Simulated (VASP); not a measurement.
Crystal: SrVO3.

```
Sr V O
1.0
     3.84090    0.00000    0.00000
     0.00000    3.84090    0.00000
     0.00000    0.00000    3.84090
Sr V O
1 1 3
Direct
  0.50000 0.50000 0.50000
  0.00000 0.00000 0.00000
  0.00000 0.00000 0.50000
  0.00000 0.50000 0.00000
  0.50000 0.00000 0.00000
```

- Program: VASP 6.6.1
- Task: relaxation of cell and atoms
- Functional: revPBE
- Potentials or basis: VASP PAW PBE potentials, release 64 (Sr_sv, V_sv, O)
- Cutoff: 600 eV
- k mesh: 7 × 7 × 7
- Occupations: fermi-dirac, width 0.05 eV
- Spin: collinear spin, ferromagnetic start
- Starting moments: [0.0, 2.0, 0.0, 0.0, 0.0] μB

At the start: pressure 6.7 GPa; volume 11.33 Å³/atom.

Problem. How do energy, volume and symmetry change on relaxing?

Solution. Over 3 steps the energy falls by 8.4 meV/atom and the volume is 11.75 Å³/atom (+3.7 %); space group Pm-3m (No. 221, to 0.05 Å); moment 0.00 μB per cell.

Step by step:
| step | energy change (eV) | largest force (eV/Å) | pressure (GPa) | volume (Å³) |
| --- | --- | --- | --- | --- |
| 1 | 0.0000 | 0.0000 | 6.66 | 56.66 |
| 2 | -0.0132 | 0.0000 | -4.85 | 60.61 |
| 3 | -0.0421 | 0.0000 | -0.01 | 58.77 |

Final structure:
```
Sr V O
1.0
     3.88790    0.00000    0.00000
     0.00000    3.88790    0.00000
     0.00000    0.00000    3.88790
Sr V O
1 1 3
Direct
  0.50000 0.50000 0.50000
  0.00000 0.00000 0.00000
  0.00000 0.00000 0.50000
  0.00000 0.50000 0.00000
  0.50000 0.00000 0.00000
```

Caveat: the PAW data sets were made with another functional, which shifts forces and pressure a little.
